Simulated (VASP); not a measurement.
# MgSi54 (a cell with a defect) in VASP: single point with PBE

Aim: the single point of MgSi54 (a cell with a defect) with PBE.

All numbers are computed with VASP 6.6.1; they aren't measurements. Logs are shortened: lines on timing, memory, paths and dates and some standing lists are left out, and cuts for length are marked.

## 1. The cell of the first run

The cell holds a defect, 55 atoms: a = 11.604 Å, b = 11.604 Å, c = 11.604 Å, α = 60.00°, β = 60.00°, γ = 60.00°.

## 2. Single point, PBE (with an interstitial atom, then relaxed in part)

INCAR

```
SYSTEM = MgSi54
ALGO = Normal
EDIFF = 1E-6
ENCUT = 520
GGA = PE
GGA_COMPAT = .FALSE.
ISIF = 2
ISMEAR = 0
KPAR = 2
LASPH = .TRUE.
LCHARG = .FALSE.
LREAL = Auto
LWAVE = .FALSE.
NBANDS = 142
NCORE = 2
NELECT = 216.0
NELM = 120
PREC = Accurate
SIGMA = 0.01
```

KPOINTS

```
k-points
0
G
  2 2 2
  0 0 0
```

POSCAR

```
MgSi54
1.0
    8.2051406440      0.0000000000      8.2051406440
    8.2051406440      8.2051406440      0.0000000000
    0.0000000000      8.2051406440      8.2051406440
Si Mg
54 1
Direct
    0.2499755625      0.2497659016      0.2494882891
    0.2505455925      0.5804405110      0.2502029345
    0.2505376875      0.9177250136      0.2502186034
    0.5806504278      0.2502734230      0.2502394021
    0.5829818528      0.5827143462      0.2505000742
    0.5807604151      0.9177198449      0.2501108456
    0.9179506072      0.2502208603      0.2502817691
    0.9179948810      0.5804569336      0.2500990728
    0.9117591505      0.9115252956      0.2641091173
    0.2505300827      0.2503513630      0.5803151240
    0.2508208449      0.5827327919      0.5825956595
    0.2506147821      0.9177196061      0.5802148408
    0.5829752297      0.2505786768      0.5825933445
    0.5830160342      0.5827386824      0.5825194536
    0.5812412990      0.9182829328      0.5810204275
    0.9179858047      0.2503622615      0.5802260051
    0.9185328448      0.5810768090      0.5809427246
    0.9185062450      0.9182031873      0.5811977862
    0.2506250540      0.2503558890      0.9175222131
    0.2505813254      0.5805503652      0.9174366744
    0.2643609537      0.9115635615      0.9114173243
    0.5807748399      0.2503443111      0.9174828014
    0.5812460904      0.5809222414      0.9182846189
    0.5812316615      0.9183073445      0.9182586974
    0.9117827844      0.2641273854      0.9114481236
    0.9185833120      0.5809401618      0.9182757558
    0.9118387343      0.9116009362      0.9114008653
    0.1668931815      0.1666566135      0.1664533564
    0.1669072401      0.4989953276      0.1663631522
    0.1698139359      0.8298059662      0.1694847701
    0.4992095226      0.1666450848      0.1663994902
    0.5000072717      0.4997245743      0.1673690676
    0.5000168173      0.8317799868      0.1673419308
    0.8299977707      0.1695617109      0.1695145883
    0.8320495599      0.4996892394      0.1673579236
    0.8301071302      0.8298235857      0.1694252313
    0.1669094048      0.1666476827      0.4987223398
    0.1676039054      0.4998226750      0.4996513034
    0.1676094865      0.8317937235      0.4996752138
    0.5000042698      0.1673770375      0.4996910132
    0.4999224623      0.4996839759      0.4995904143
    0.5001031719      0.8317959335      0.4995617174
    0.8320514158      0.1672995708      0.4997403767
    0.8320767313      0.4998319332      0.4995533392
    0.8295925537      0.8294298044      0.5105228797
    0.1698407604      0.1695941578      0.8296957546
    0.1676566477      0.4998129414      0.8316512834
    0.1698341713      0.8299177487      0.8295856036
    0.5000760059      0.1674058319      0.8316565915
    0.5000292963      0.4997843715      0.8315876119
    0.5107597841      0.8292831398      0.8293778922
    0.8301401604      0.1696229683      0.8296116104
    0.8296063596      0.5105233297      0.8293050636
    0.8296076673      0.8292832042      0.8295568338
   -0.0000620782     -0.0003023477     -0.0003324801
```

Potentials or basis: VASP PAW PBE potentials, release 64 (Si, Mg).

Run with:

```console
$ cat potpaw_PBE.64/Si/POTCAR potpaw_PBE.64/Mg/POTCAR > POTCAR
$ mpirun -np 4 vasp_std > vasp.out
```

OUTCAR:

```text
SYSTEM = MgSi54
   EDIFF = 1E-6
   ENCUT = 520
   GGA = PE
   ISIF = 2
   ISMEAR = 0
   LASPH = .TRUE.
   LREAL = Auto
   NELECT = 216.0
   NELM = 120
   PREC = Accurate

 ion  position               nearest neighbor table
   1  0.250  0.250  0.249-  28 2.36  29 2.36  31 2.36  37 2.36
   2  0.251  0.580  0.250-  29 2.36  30 2.36  38 2.36  32 2.36
   3  0.251  0.918  0.250-  28 2.36  30 2.36  39 2.36  33 2.36
   4  0.581  0.250  0.250-  31 2.36  34 2.36  32 2.36  40 2.36
   5  0.583  0.583  0.251-  33 2.36  35 2.36  41 2.36  32 2.36
   6  0.581  0.918  0.250-  31 2.36  36 2.36  42 2.36  33 2.36
   7  0.918  0.250  0.250-  28 2.36  34 2.36  43 2.36  35 2.36
   8  0.918  0.580  0.250-  29 2.36  36 2.36  35 2.36  44 2.36
   9  0.912  0.912  0.264-  45 2.33  34 2.45  36 2.45  30 2.45  55 2.51
  10  0.251  0.250  0.580-  37 2.36  46 2.36  38 2.36  40 2.36
  11  0.251  0.583  0.583-  47 2.36  39 2.36  38 2.36  41 2.36
  12  0.251  0.918  0.580-  37 2.36  48 2.36  39 2.36  42 2.36
  13  0.583  0.251  0.583-  49 2.36  40 2.36  43 2.36  41 2.36
  14  0.583  0.583  0.583-  42 2.36  44 2.36  50 2.36  41 2.36
  15  0.581  0.918  0.581-  45 2.36  51 2.36  42 2.36  40 2.36
  16  0.918  0.250  0.580-  37 2.36  52 2.36  44 2.36  43 2.36
  17  0.919  0.581  0.581-  45 2.36  53 2.36  38 2.36  44 2.36
[... 22 lines left out ...]
  40  0.500  0.167  0.500-  13 2.36  15 2.36   4 2.36  10 2.36
  41  0.500  0.500  0.500-  14 2.36   5 2.36  11 2.36  13 2.36
  42  0.500  0.832  0.500-  14 2.36  15 2.36   6 2.36  12 2.36
  43  0.832  0.167  0.500-  13 2.36  18 2.36   7 2.36  16 2.36
  44  0.832  0.500  0.500-  14 2.36  17 2.36   8 2.36  16 2.36
  45  0.830  0.829  0.511-   9 2.33  15 2.36  18 2.36  17 2.36
  46  0.170  0.170  0.830-  19 2.36  10 2.36  21 2.45  25 2.45  55 2.79
  47  0.168  0.500  0.832-  11 2.36  26 2.36  20 2.36  19 2.36
  48  0.170  0.830  0.830-  20 2.36  12 2.36  27 2.45  21 2.45  55 2.79
  49  0.500  0.167  0.832-  13 2.36  24 2.36  19 2.36  22 2.36
  50  0.500  0.500  0.832-  14 2.36  23 2.36  22 2.36  20 2.36
  51  0.511  0.829  0.829-  21 2.33  15 2.36  23 2.36  24 2.36
  52  0.830  0.170  0.830-  22 2.36  16 2.36  25 2.45  27 2.45  55 2.79
  53  0.830  0.511  0.829-  25 2.33  17 2.36  23 2.36  26 2.36
  54  0.830  0.829  0.830-  27 2.33  26 2.36  18 2.36  24 2.36
  55  1.000  1.000  1.000-  21 2.51  25 2.51   9 2.51  27 2.51  30 2.79  36 2.79  34 2.79  46 2.79
                            52 2.79  48 2.79

  LATTYP: Found a face centered cubic cell.
 ALAT       =    16.4102812880

  Lattice vectors:

 A1 = (   8.2051406440,   0.0000000000,   8.2051406440)
 A2 = (   8.2051406440,   8.2051406440,   0.0000000000)
 A3 = (   0.0000000000,   8.2051406440,   8.2051406440)

Analysis of symmetry for initial positions (statically):
[... 224 lines left out ...]
   PSTRESS=    0.0 pullay stress
   NELECT =     216.0000    total number of electrons
   NUPDOWN=      -1.0000    fix difference up-down
   EMIN   =  10.00;   EMAX   =-10.00  energy-range for DOS
   EFERMI =   0.00;   METHOD = LEGACY
   ISMEAR =     0;   SIGMA  =   0.01  broadening in eV -4-tet -1-fermi 0-gaus
   EFERMI_NEDOS =   21; number of points for ismear=-14 and -15
   IALGO  =     38    algorithm
   IMIX   =      4    mixing-type and parameters
     AMIX     =   0.40;   BMIX     =  1.00
     AMIX_MAG =   1.60;   BMIX_MAG =  1.00
  volume/ion in A,a.u.               =      20.09       135.56
  Fermi-wavevector in a.u.,A,eV,Ry     =   0.950160  1.795542 12.283393  0.902804
  Thomas-Fermi vector in A             =   2.078511
   LORBIT       =      0    0 simple, 1 ext, 2 COOP (PROOUT), +10 PAW based schemes
   GGA     = PE    functional components
   LHFCALC =     F    Hartree Fock is set to
   AEXX    =    0.0000 exact exchange contribution
   IVDW    =     0    specifies the selected vdW correction
   LEPSILON=     F    determine dielectric tensor
   LRPA    =     F    only Hartree local field effects (RPA)
 non-spin polarized calculation
 Gauss-broadening in eV      SIGMA  =   0.01
  energy-cutoff  :      520.00
  volume of cell :     1104.81
 maximum number of plane-waves:     29794
 NGX is ok and might be reduce to    90
   NGX = 43   NGY = 43   NGZ = 43

 number of electron     216.0000004 magnetization

 Free energy of the ion-electron system (eV)
  ---------------------------------------------------
  ext. energy  EPLUGINS =         0.00000000
  ---------------------------------------------------
  free energy    TOTEN  =      -304.45265640 eV

  energy without entropy =     -304.45265640  energy(sigma->0) =     -304.45265640

 E-fermi :   5.7603     XC(G=0):  -9.3473

 val. band max:        5.7085446788   @ k =   0.0000   0.0000   0.0000
 cond. band min:       6.0732651037   @ k =   0.0000   0.0000   0.0000
 fundamental gap:      0.3647204249
 Fermi energy:         5.7602762876

 k-point     1 :       0.0000    0.0000    0.0000
  band No.  band energies     occupation
      1      -6.1489      2.00000
      2      -4.9461      2.00000
      3      -4.8189      2.00000
      4      -4.8188      2.00000
      5      -4.8186      2.00000
      6      -4.7936      2.00000
[... 973 lines left out ...]
    119       7.8080      0.00000
    120       7.8081      0.00000
 [bands above 120 left out]

------------------------ aborting loop because EDIFF is reached ----------------------------------------

  FORCE on cell =-STRESS in cart. coord.  units (eV):
  Direction    XX          YY          ZZ          XY          YZ          ZX
  --------------------------------------------------------------------------------------
  -------------------------------------------------------------------------------------
  Total      -12.1366531    -12.1292477    -12.1350895      0.0047055      0.0020456      0.0031680
  in kB      -17.6003554    -17.5896162    -17.5980878      0.0068238      0.0029665      0.0045942
  external PRESSURE =     -17.5960198 kB  Pullay stress =       0.0000000 kB

 VOLUME and BASIS-vectors are now :
 -----------------------------------------------------------------------------
  energy-cutoff  :      520.00
  volume of cell :     1104.81
      direct lattice vectors                 reciprocal lattice vectors
     8.205140644  0.000000000  8.205140644     0.060937408 -0.060937408  0.060937408
     8.205140644  8.205140644  0.000000000     0.060937408  0.060937408 -0.060937408
     0.000000000  8.205140644  8.205140644    -0.060937408  0.060937408  0.060937408

 POSITION                                       TOTAL-FORCE (eV/Angst)
 -----------------------------------------------------------------------------------
      4.10045      4.09645      4.09817        -0.001641     -0.004055     -0.002227
      6.81836      6.81555      4.10871         0.001300     -0.000357     -0.001402
      9.58576      9.58314      4.10878         0.000832     -0.000790      0.000178
      6.81785      4.10678      6.81757         0.001014      0.000190      0.000318
      9.56470      6.83664      6.83884        -0.004708     -0.003021     -0.001649
     12.29524      9.58222      6.81742        -0.000782      0.000673     -0.000143
[... 47 lines left out ...]
     13.61143     13.61102     13.61368         0.005827      0.001997     -0.000504
     16.40729     16.40507     16.40704        -0.001770     -0.003596     -0.002494
 -----------------------------------------------------------------------------------
    total drift:                               -0.004338     -0.007279     -0.004946

  FREE ENERGIE OF THE ION-ELECTRON SYSTEM (eV)
  ---------------------------------------------------
  free  energy   TOTEN  =      -304.4526564010 eV

  energy  without entropy=     -304.4526564010  energy(sigma->0) =     -304.45265640
```

Wall time 10 min (4 MPI ranks of Intel Xeon Platinum 8488C (Sapphire Rapids), shared host); peak memory 0.96 GiB.

Results:

```
Free energy   : -304.4527 eV
Largest force : 0.009 eV/Å
```

Forces in eV/Å, atoms in the order of the input:
```
Si  -0.002 -0.004 -0.002
Si   0.001  0.000 -0.001
Si   0.001 -0.001  0.000
Si   0.001  0.000  0.000
Si  -0.005 -0.003 -0.002
Si  -0.001  0.001  0.000
Si   0.002  0.000 -0.001
Si   0.000  0.002 -0.001
Si   0.003 -0.003 -0.002
Si   0.000  0.000  0.002
Si   0.000 -0.003 -0.001
Si  -0.001  0.000  0.001
Si   0.000 -0.002 -0.003
Si   0.000  0.000  0.001
Si   0.001  0.000  0.003
Si  -0.003  0.001  0.001
Si  -0.001  0.004 -0.001
Si   0.002 -0.001 -0.002
Si  -0.002  0.002  0.001
Si  -0.001  0.002  0.001
Si   0.000  0.002  0.001
Si  -0.001 -0.002  0.000
Si   0.009  0.003  0.001
Si   0.001 -0.003  0.002
Si   0.001 -0.001  0.004
Si  -0.001  0.002 -0.003
Si   0.002  0.003  0.001
Si  -0.003  0.002  0.000
Si  -0.001 -0.001  0.002
Si   0.000  0.000 -0.001
Si  -0.001  0.002  0.001
Si   0.002  0.000 -0.001
Si   0.000  0.000 -0.004
Si   0.002 -0.002  0.001
Si   0.000 -0.001  0.000
Si   0.002  0.001  0.001
Si   0.000 -0.001 -0.001
Si  -0.001  0.000  0.002
Si   0.001  0.003  0.000
Si  -0.001  0.002  0.001
Si   0.000 -0.002  0.000
Si  -0.001  0.004 -0.001
Si   0.001  0.002  0.001
Si  -0.001  0.000  0.003
Si   0.002 -0.005 -0.003
Si  -0.001  0.000 -0.002
Si  -0.002  0.000  0.001
Si   0.000  0.001  0.002
Si  -0.001 -0.001  0.001
Si   0.001  0.001  0.001
Si  -0.001  0.004 -0.004
Si  -0.001 -0.001  0.001
Si  -0.003 -0.003  0.004
Si   0.006  0.002 -0.001
Mg  -0.002 -0.004 -0.002
```

Levels at points of the mesh, in eV from the Fermi level:
```csv
k point,band 105,band 106,band 107,band 108,band 109,band 110,band 111,band 112
"(0.00, 0.00, 0.00)",-0.98,-0.05,-0.05,-0.05,0.31,0.67,0.67,0.67
"(0.50, 0.00, 0.00)",-0.52,-0.52,-0.47,-0.47,0.69,0.94,0.94,1.05
"(0.00, 0.50, 0.00)",-0.52,-0.52,-0.47,-0.47,0.69,0.94,0.94,1.05
"(0.00, 0.00, 0.50)",-0.52,-0.52,-0.47,-0.47,0.69,0.94,0.94,1.05
"(0.50, 0.50, 0.50)",-0.52,-0.52,-0.47,-0.47,0.69,0.94,0.94,1.05
"(0.50, 0.50, 0.00)",-0.61,-0.61,-0.61,-0.60,0.60,0.62,1.50,1.53
"(0.00, 0.50, 0.50)",-0.61,-0.61,-0.61,-0.60,0.60,0.62,1.50,1.53
"(0.50, 0.00, 0.50)",-0.61,-0.61,-0.61,-0.60,0.60,0.62,1.50,1.53
```

Caveat: the cell carries a net charge on a neutralising background, which shifts energy and pressure; the cell differs from its parent crystal (with an interstitial atom, then relaxed in part); the cell is charged against a uniform background, so pressure and absolute levels hang on convention.
